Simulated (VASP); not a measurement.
Here is a VASP 6.6.1 calculation.

Contents of INCAR:

```
SYSTEM = HfNbTe4
  PREC = Accurate
  ENCUT = 600
  EDIFF = 1E-7
  ISMEAR = 0
  SIGMA = 0.1
  LREAL = .FALSE.
  LASPH = .TRUE.
  NELM = 100
  ALGO = Normal
  ISIF = 3
  LWAVE = .FALSE.
  LCHARG = .FALSE.
  GGA = PE
  IBRION = 2
  NSW = 90
  EDIFFG = -0.04
```

KPOINTS

```
regular mesh
0
G
  6 6 2
  0 0 0
```

The input POSCAR:

```
HfNbTe4
1.0
    4.5111952000      0.0000000000      0.0000000000
   -2.2555976000      3.9068096500      0.0000000000
    0.0000000000      0.0000000000     11.5547018500
Hf Nb Te
1 1 4
Direct
    0.0000000000      0.0000000000      0.5000000000
    0.0000000000      0.0000000000      0.0000000000
    0.6666666700      0.3333333300      0.7179964200
    0.6666666700      0.3333333300      0.2017543500
    0.3333333300      0.6666666700      0.7982456500
    0.3333333300      0.6666666700      0.2820035800
```

Potentials or basis: VASP PAW PBE potentials, release 64 (Hf_pv, Nb_sv, Te).

Run with:

```bash
$ cat potpaw_PBE.64/Hf_pv/POTCAR potpaw_PBE.64/Nb_sv/POTCAR potpaw_PBE.64/Te/POTCAR > POTCAR
$ mpirun -np 1 vasp_std > vasp.out
```

(1) What does it give for the relaxed volume?

(2) Estimate the space group after relaxing (to 0.05 Å).

(3) Predict the relaxed cell.

Results:

(1) 24.40 Å³/atom.

(2) P-3m1 (No. 164).

(3) a = 5.136 Å, b = 5.136 Å, c = 6.410 Å, α = 90.00°, β = 90.00°, γ = 120.00°.

Caveat: the volume moved by over 15 % at a fixed basis, so the end points are rough.
